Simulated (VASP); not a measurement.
Here is a VASP 6.6.1 calculation.

INCAR

```
PREC = Accurate
ENCUT = 520
EDIFF = 1E-7
ISMEAR = -1
SIGMA = 0.03
LREAL = F
LASPH = T
NELM = 150
ALGO = Normal
ISIF = 2
LWAVE = F
LCHARG = F
ISPIN = 2
MAGMOM = 1.988
LORBIT = 11
LMAXMIX = 4
NBANDS = 14
```

The input KPOINTS:

```
Automatic mesh
0
Gamma
  16 16 16
```

POSCAR

```
Fe
1.0
   -1.3745984210      1.3745984210      1.3745984210
    1.3745984210     -1.3745984210      1.3745984210
    1.3745984210      1.3745984210     -1.3745984210
Fe
1
Direct
    0.0000000000      0.0000000000      0.0000000000
```

Potentials or basis: VASP PAW LDA potentials, release 64 (Fe).

The run is started by

```bash
$ cat potpaw_LDA.64/Fe/POTCAR > POTCAR
$ mpirun -np 1 vasp_std > vasp.out
```

Q: What does it give for the site moments?

A: Fe +1.90 μB.

Q: What does it give for the pressure?

A: -1.0 GPa.

Q: Estimate the net moment.

A: 1.94 μB per cell.
